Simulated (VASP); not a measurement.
Wanted: the native input for a VASP 6.6.1 run.

| Quantity | Value |
| --- | --- |
| Task | electric field gradients |
| Functional | PBE |
| Potentials or basis | VASP PAW PBE potentials, release 64 (Cd, O) |
| Cutoff | 520 eV |
| k mesh | 11 × 11 × 11 |
| Occupations | fermi-dirac, width 0.02 eV |
| Spin | no spin polarisation |
| Dipole correction | no |
| Further INCAR settings | ALGO = Normal; EDIFF = 1e-08; NBANDS = 16 |

The structure of CdO lies in POSCAR:

```
CdO
1.0
    0.0000000000      2.3284167141      2.3284167141
    2.3284167141      0.0000000000      2.3284167141
    2.3284167141      2.3284167141      0.0000000000
Cd O
1 1
Direct
    0.0000000000      0.0000000000      0.0000000000
    0.5000000000      0.5000000000      0.5000000000
```

These files were run (other wordings do the same):

INCAR

```
SYSTEM = CdO
PREC = Accurate
ENCUT = 520
EDIFF = 1E-8
ISMEAR = -1
SIGMA = 0.02
LREAL = .FALSE.
LASPH = .TRUE.
NELM = 120
ALGO = Normal
ISIF = 2
LWAVE = .FALSE.
LCHARG = .FALSE.
GGA = PE
LEFG = .TRUE.
NBANDS = 16
GGA_COMPAT = .FALSE.
```

KPOINTS

```
Automatic mesh
0
G
  11 11 11
  0 0 0
```

Potentials or basis: VASP PAW PBE potentials, release 64 (Cd, O).

Command:

```console
$ cat potpaw_PBE.64/Cd/POTCAR potpaw_PBE.64/O/POTCAR > POTCAR
$ mpirun -np 1 vasp_std > vasp.out
```

It gave:

- Pressure: 12.2 GPa
- Band gap on the k mesh: zero (bands 9 and 10 overlap by 0.35 eV)
- Largest electric field gradient by atom: zero within the noise of the run

Caveat: the cell stands under pressure; semilocal functionals underestimate gaps, so a narrow gap can read as zero.

It took 14 s on 1 thread of Intel(R) Xeon(R) Platinum 8375C CPU @ 2.90GHz (Ice Lake), with other jobs on the host, peak memory 0.15 GiB.
